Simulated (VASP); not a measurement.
# ScTlS3 (Pm-3m) in VASP: notebook

ScTlS3 is run at these levels: PBE; tasks: single point, relaxation of cell and atoms.

Program: VASP 6.6.1. These are calculated values, not measurements. Logs are shortened: lines on timing, memory, paths and dates and some standing lists are left out, and cuts for length are marked.

### Step 1. The cell of the first run

The structure is cubic, space group Pm-3m (No. 221). Conventional cell: a = 5.031 Å, b = 5.031 Å, c = 5.031 Å, α = 90.00°, β = 90.00°, γ = 90.00°. Within 3.3 Å of Sc (site symmetry m-3m) lie 6 S at 2.52 Å. Within 4.7 Å of Tl (site symmetry m-3m) lie 12 S at 3.56 Å and 8 Sc at 4.36 Å. S (site symmetry 4/mmm) has 2 Sc at 2.52 Å within 3.3 Å.

### Step 2. Single point, PBE

INCAR reads:

```
SYSTEM = ScTlS3
PREC = Accurate
ENCUT = 520
EDIFF = 1E-7
ISMEAR = 0
SIGMA = 0.1
LREAL = .False.
LASPH = .True.
NELM = 100
ALGO = Normal
ISIF = 2
LWAVE = .False.
LCHARG = .True.
GGA = PE
LELF = .True.
LVHAR = .True.
NBANDS = 29
```

KPOINTS reads:

```
Automatic mesh
0
Gamma
  8 8 8
  0 0 0
```

POSCAR reads:

```
ScTlS3
1.0
    5.0308876886      0.0000000000      0.0000000000
    0.0000000000      5.0308876886      0.0000000000
    0.0000000000      0.0000000000      5.0308876886
Sc Tl S
1 1 3
Direct
    0.0000000000      0.0000000000      0.0000000000
    0.5000000000      0.5000000000      0.5000000000
    0.5000000000      0.0000000000      0.0000000000
    0.0000000000      0.5000000000      0.0000000000
    0.0000000000      0.0000000000      0.5000000000
```

Potentials or basis: VASP PAW PBE potentials, release 64 (Sc_sv, Tl_d, S).

Run with:

```bash
cat potpaw_PBE.64/Sc_sv/POTCAR potpaw_PBE.64/Tl_d/POTCAR potpaw_PBE.64/S/POTCAR > POTCAR
mpirun -np 1 vasp_std > vasp.out
```

OUTCAR:

```text
SYSTEM = ScTlS3
   PREC = Accurate
   ENCUT = 520
   EDIFF = 1E-7
   ISMEAR = 0
   LREAL = .False.
   LASPH = .True.
   NELM = 100
   ISIF = 2
   GGA = PE

 ion  position               nearest neighbor table
   1  0.000  0.000  0.000-   3 2.52   4 2.52   5 2.52   5 2.52   4 2.52   3 2.52
   2  0.500  0.500  0.500-
   3  0.500  0.000  0.000-   1 2.52   1 2.52
   4  0.000  0.500  0.000-   1 2.52   1 2.52
   5  0.000  0.000  0.500-   1 2.52   1 2.52

  LATTYP: Found a simple cubic cell.
 ALAT       =     5.0308876886

  Lattice vectors:

 A1 = (   5.0308876886,   0.0000000000,   0.0000000000)
 A2 = (   0.0000000000,   5.0308876886,   0.0000000000)
 A3 = (   0.0000000000,   0.0000000000,   5.0308876886)

Analysis of symmetry for initial positions (statically):
=====================================================================
 Subroutine PRICEL returns:
 Original cell was already a primitive cell.

 Routine SETGRP: Setting up the symmetry group for a
 simple cubic supercell.

 Subroutine GETGRP returns: Found 48 space group operations
 (whereof 48 operations were pure point group operations)
 out of a pool of 48 trial point group operations.

The static configuration has the point symmetry O_h .

Analysis of symmetry for dynamics (positions and initial velocities):
=====================================================================
 Subroutine PRICEL returns:
 Original cell was already a primitive cell.

 Routine SETGRP: Setting up the symmetry group for a
 simple cubic supercell.

 Subroutine GETGRP returns: Found 48 space group operations
 (whereof 48 operations were pure point group operations)
 out of a pool of 48 trial point group operations.

The dynamic configuration has the point symmetry O_h .

 Subroutine INISYM returns: Found 48 space group operations
 (whereof 48 operations are pure point group operations),
 and found     1 'primitive' translations

----------------------------------------------------------------------------------------

                                     Primitive cell

  volume of cell :     127.3309

  direct lattice vectors                    reciprocal lattice vectors
     5.030887689  0.000000000  0.000000000     0.198772078  0.000000000  0.000000000
     0.000000000  5.030887689  0.000000000     0.000000000  0.198772078  0.000000000
     0.000000000  0.000000000  5.030887689     0.000000000  0.000000000  0.198772078

  length of vectors
     5.030887689  5.030887689  5.030887689     0.198772078  0.198772078  0.198772078

  position of ions in fractional coordinates (direct lattice)
     0.000000000  0.000000000  0.000000000
     0.500000000  0.500000000  0.500000000
     0.500000000  0.000000000  0.000000000
     0.000000000  0.500000000  0.000000000
     0.000000000  0.000000000  0.500000000

  ion indices of the primitive-cell ions
   primitive index   ion index
                 1           1
                 2           2
                 3           3
                 4           4
                 5           5

----------------------------------------------------------------------------------------

 KPOINTS: Automatic mesh

Automatic generation of k-mesh.
 Grid dimensions read from file:
 generate k-points for:    8    8    8

 Generating k-lattice:

  Cartesian coordinates                     Fractional coordinates (reciprocal lattice)
     0.024846510  0.000000000  0.000000000     0.125000000  0.000000000  0.000000000
     0.000000000  0.024846510  0.000000000     0.000000000  0.125000000  0.000000000
     0.000000000  0.000000000  0.024846510     0.000000000  0.000000000  0.125000000

  Length of vectors
     0.024846510  0.024846510  0.024846510

  Shift w.r.t. Gamma in fractional coordinates (k-lattice)
     0.000000000  0.000000000  0.000000000

 Subroutine IBZKPT returns following result:
 ===========================================

 Found     35 irreducible k-points:

 Following reciprocal coordinates:
            Coordinates               Weight
  0.000000  0.000000  0.000000      1.000000
  0.125000  0.000000  0.000000      6.000000
  0.250000  0.000000  0.000000      6.000000
  0.375000  0.000000  0.000000      6.000000
  0.500000  0.000000  0.000000      3.000000
  0.125000  0.125000  0.000000     12.000000
[... 16 lines left out ...]
  0.375000  0.375000  0.125000     24.000000
  0.500000  0.375000  0.125000     24.000000
 [... further k-points ...]
   k-points           NKPTS =     35   k-points in BZ     NKDIM =     35   number of bands    NBANDS=     29
   number of dos      NEDOS =    301   number of ions     NIONS =      5
   total plane-waves  NPLWV =  64000
   dimension x,y,z NGX =    40 NGY =   40 NGZ =   40
   dimension x,y,z NGXF=    80 NGYF=   80 NGZF=   80
   ions per type =               1   1   3
   NGX,Y,Z   is equivalent  to a cutoff of  13.22, 13.22, 13.22 a.u.
   NGXF,Y,Z  is equivalent  to a cutoff of  26.44, 26.44, 26.44 a.u.
 SYSTEM =  ScTlS3
   PREC   = accura    normal or accurate (medium, high low for compatibility)
   ISTART =      0    job   : 0-new  1-cont  2-samecut
   ICHARG =      2    charge: 1-file 2-atom 10-const
   ISPIN  =      1    spin polarized calculation?
   LNONCOLLINEAR =      F non collinear calculations
   LSORBIT =      F    spin-orbit coupling
   LASPH  =      T    aspherical Exc in radial PAW
   ENCUT  =  520.0 eV  38.22 Ry    6.18 a.u.   9.35  9.35  9.35*2*pi/ulx,y,z
   NELM   =    100;   NELMIN=  2; NELMDL= -5     # of ELM steps
   EDIFF  = 0.1E-06   stopping-criterion for ELM
   LREAL  =      F    real-space projection
   EDIFFG = 0.1E-05   stopping-criterion for IOM
   NSW    =      0    number of steps for IOM
   IBRION =     -1    ionic relax: 0-MD 1-quasi-New 2-CG
   NFREE  =      0    steps in history (QN), initial steepest desc. (CG)
   ISIF   =      2    stress and relaxation
   ISYM   =      2    0-nonsym 1-usesym 2-fastsym
   POTIM  = 0.5000    time-step for ionic-motion
   TEBEG  =    0.0;   TEEND  =   0.0 temperature during run
   PSTRESS=    0.0 pullay stress
   NELECT =      42.0000    total number of electrons
   NUPDOWN=      -1.0000    fix difference up-down
   EMIN   =  10.00;   EMAX   =-10.00  energy-range for DOS
   EFERMI =   0.00;   METHOD = LEGACY
   ISMEAR =     0;   SIGMA  =   0.10  broadening in eV -4-tet -1-fermi 0-gaus
   EFERMI_NEDOS =   21; number of points for ismear=-14 and -15
   IALGO  =     38    algorithm
   IMIX   =      4    mixing-type and parameters
     AMIX     =   0.40;   BMIX     =  1.00
     AMIX_MAG =   1.60;   BMIX_MAG =  1.00
  volume/ion in A,a.u.               =      25.47       171.85
  Fermi-wavevector in a.u.,A,eV,Ry     =   1.131132  2.137530 17.408106  1.279460
  Thomas-Fermi vector in A             =   2.267830
   LORBIT       =      0    0 simple, 1 ext, 2 COOP (PROOUT), +10 PAW based schemes
   GGA     = PE    functional components
   LHFCALC =     F    Hartree Fock is set to
   AEXX    =    0.0000 exact exchange contribution
   IVDW    =     0    specifies the selected vdW correction
   LEPSILON=     F    determine dielectric tensor
   LRPA    =     F    only Hartree local field effects (RPA)
 non-spin polarized calculation
 Gauss-broadening in eV      SIGMA  =   0.10
  energy-cutoff  :      520.00
  volume of cell :      127.33
 maximum number of plane-waves:      3454
 NGX is ok and might be reduce to    40
   NGX = 19   NGY = 19   NGZ = 19

 number of electron      42.0000009 magnetization

 Free energy of the ion-electron system (eV)
  ---------------------------------------------------
  ext. energy  EPLUGINS =         0.00000000
  ---------------------------------------------------
  free energy    TOTEN  =       -24.18432675 eV

  energy without entropy =      -24.14356334  energy(sigma->0) =      -24.16394505

 E-fermi :   2.5147     XC(G=0):  -9.1870

 val. band max:        2.5132876258   @ k =   0.5000   0.2500   0.2500
 cond. band min:       2.5303757452   @ k =   0.5000   0.0000   0.0000
 fundamental gap:      0.0170881194
 Fermi energy:         2.5147474653

 k-point     1 :       0.0000    0.0000    0.0000
  band No.  band energies     occupation
      1     -45.8385      2.00000
      2     -24.4913      2.00000
      3     -24.4913      2.00000
      4     -24.4913      2.00000
      5      -9.4566      2.00000
      6      -8.3293      2.00000
[... 21 lines left out ...]
     28       8.7060      0.00000
     29       8.7060      0.00000

 k-point     2 :       0.1250    0.0000    0.0000
  band No.  band energies     occupation
      1     -45.8385      2.00000
      2     -24.4928      2.00000
      3     -24.4913      2.00000
      4     -24.4913      2.00000
      5      -9.4108      2.00000
      6      -8.3418      2.00000
[... 21 lines left out ...]
     28       8.0384      0.00000
     29       8.4933      0.00000

 k-point     3 :       0.2500    0.0000    0.0000
  band No.  band energies     occupation
      1     -45.8385      2.00000
      2     -24.4963      2.00000
      3     -24.4912      2.00000
      4     -24.4912      2.00000
      5      -9.2885      2.00000
      6      -8.3836      2.00000
[... 21 lines left out ...]
     28       7.2769      0.00000
     29       8.0685      0.00000

 k-point     4 :       0.3750    0.0000    0.0000
  band No.  band energies     occupation
      1     -45.8384      2.00000
      2     -24.4998      2.00000
      3     -24.4912      2.00000
      4     -24.4912      2.00000
      5      -9.1398      2.00000
      6      -8.4520      2.00000
[... 21 lines left out ...]
     28       7.3768      0.00000
     29       7.7176      0.00000

 k-point     5 :       0.5000    0.0000    0.0000
  band No.  band energies     occupation
      1     -45.8384      2.00000
      2     -24.5012      2.00000
      3     -24.4911      2.00000
      4     -24.4911      2.00000
      5      -9.0634      2.00000
      6      -8.4951      2.00000
[... 21 lines left out ...]
     28       7.4528      0.00000
     29       7.5870      0.00000
[... 510 lines left out ...]
     28       7.4137      0.00000
     29       7.8264      0.00000

 k-point    22 :       0.5000    0.2500    0.1250
  band No.  band energies     occupation
      1     -45.8383      2.00000
      2     -24.5011      2.00000
      3     -24.4960      2.00000
      4     -24.4925      2.00000
      5      -8.8741      2.00000
      6      -8.4516      2.00000
[... 21 lines left out ...]
     28       7.0973      0.00000
     29       7.8221      0.00000

 k-point    23 :       0.3750    0.3750    0.1250
  band No.  band energies     occupation
      1     -45.8383      2.00000
      2     -24.4995      2.00000
      3     -24.4995      2.00000
      4     -24.4924      2.00000
      5      -8.8154      2.00000
      6      -8.4052      2.00000
[... 21 lines left out ...]
     28       7.5222      0.00000
     29       7.7834      0.00000

 k-point    24 :       0.5000    0.3750    0.1250
  band No.  band energies     occupation
      1     -45.8383      2.00000
      2     -24.5010      2.00000
      3     -24.4995      2.00000
      4     -24.4924      2.00000
      5      -8.7487      2.00000
      6      -8.4283      2.00000
[... 21 lines left out ...]
     28       7.5361      0.00000
     29       7.7933      0.00000

 [... further k-points ...]
[... 5 lines left out ...]
  --------------------------------------------------------------------------------------
  -------------------------------------------------------------------------------------
  Total        0.0579485      0.0579485      0.0579485      0.0000000      0.0000000     -0.0000000
  in kB        0.7291532      0.7291532      0.7291532      0.0000000      0.0000000     -0.0000000
  external PRESSURE =       0.7291532 kB  Pullay stress =       0.0000000 kB

 VOLUME and BASIS-vectors are now :
 -----------------------------------------------------------------------------
  energy-cutoff  :      520.00
  volume of cell :      127.33
      direct lattice vectors                 reciprocal lattice vectors
     5.030887689  0.000000000  0.000000000     0.198772078  0.000000000  0.000000000
     0.000000000  5.030887689  0.000000000     0.000000000  0.198772078  0.000000000
     0.000000000  0.000000000  5.030887689     0.000000000  0.000000000  0.198772078

 POSITION                                       TOTAL-FORCE (eV/Angst)
 -----------------------------------------------------------------------------------
      0.00000      0.00000      0.00000         0.000000      0.000000      0.000000
      2.51544      2.51544      2.51544         0.000000      0.000000      0.000000
      2.51544      0.00000      0.00000         0.000000      0.000000      0.000000
      0.00000      2.51544      0.00000         0.000000      0.000000      0.000000
      0.00000      0.00000      2.51544         0.000000      0.000000      0.000000
 -----------------------------------------------------------------------------------
    total drift:                               -0.000000      0.000000     -0.000000

  FREE ENERGIE OF THE ION-ELECTRON SYSTEM (eV)
  ---------------------------------------------------
  free  energy   TOTEN  =       -24.1843267522 eV

  energy  without entropy=      -24.1435633417  energy(sigma->0) =      -24.16394505
```

Run time: 85 s. Hardware: 1 thread of Intel Xeon Platinum 8375C at 2.90GHz (Ice Lake), shared host; peak memory 0.31 GiB.

What came out:

```
Free energy            : -24.1843 eV
Pressure               : 0.1 GPa
Band gap on the k mesh : zero (band 21 reaches 3.14 eV, above the bottom of band 22 at 2.40 eV)
```

Caveat: spin-orbit coupling is left out, which moves the levels of the heavy elements.

(Continued in part 2 of 2.)
